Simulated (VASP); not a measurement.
Here is a VASP 6.6.1 calculation.

File INCAR:

```
SYSTEM = BP
ALGO = Normal ; EDIFF = 1E-7
EDIFFG = -0.002 ; ENCUT = 500
GGA_COMPAT = .FALSE. ; IBRION = 2
ISIF = 3 ; ISMEAR = 0
LASPH = .TRUE. ; LCHARG = .FALSE.
LREAL = .FALSE. ; LWAVE = .FALSE.
NELM = 120 ; NELMIN = 4
NSW = 100 ; PREC = Accurate
SIGMA = 0.02
```

KPOINTS

```
k-points
0
G
  10 10 10
  0 0 0
```

POSCAR

```
BP
1.0
    0.0000000000      2.2660723800      2.2660723800
    2.2660723800      0.0000000000      2.2660723800
    2.2660723800      2.2660723800      0.0000000000
B P
1 1
Direct
    0.0000000000      0.0000000000      0.0000000000
    0.7500000000      0.7500000000      0.7500000000
```

Potentials or basis: VASP PAW LDA potentials, release 64 (B, P).

Run with:

```sh
$ cat potpaw_LDA.64/B/POTCAR potpaw_LDA.64/P/POTCAR > POTCAR
$ mpirun -np 1 vasp_std > vasp.out
```

**Question.** Estimate the band gap on the k mesh.

**Answer.** 1.15 eV, indirect (least direct gap 3.43 eV).

**Question.** Estimate the space group after relaxing (to 0.05 Å).

**Answer.** F-43m (No. 216).

**Question.** Predict the relaxed cell.

**Answer.** a = 3.175 Å, b = 3.175 Å, c = 3.175 Å, α = 60.00°, β = 60.00°, γ = 60.00°.

**Question.** Predict the relaxed volume.

**Answer.** 11.31 Å³/atom.

Step by step:
| step | energy change (eV) | largest force (eV/Å) | pressure (GPa) | volume (Å³) |
| --- | --- | --- | --- | --- |
| 1 | 0.0000 | 0.0000 | -4.71 | 23.27 |
| 2 | -0.0039 | 0.0000 | 3.94 | 22.14 |
| 3 | -0.0098 | 0.0000 | -0.01 | 22.62 |

A k mesh can miss the band edges. LDA gaps usually lie below the measured ones, often by a third to a half.
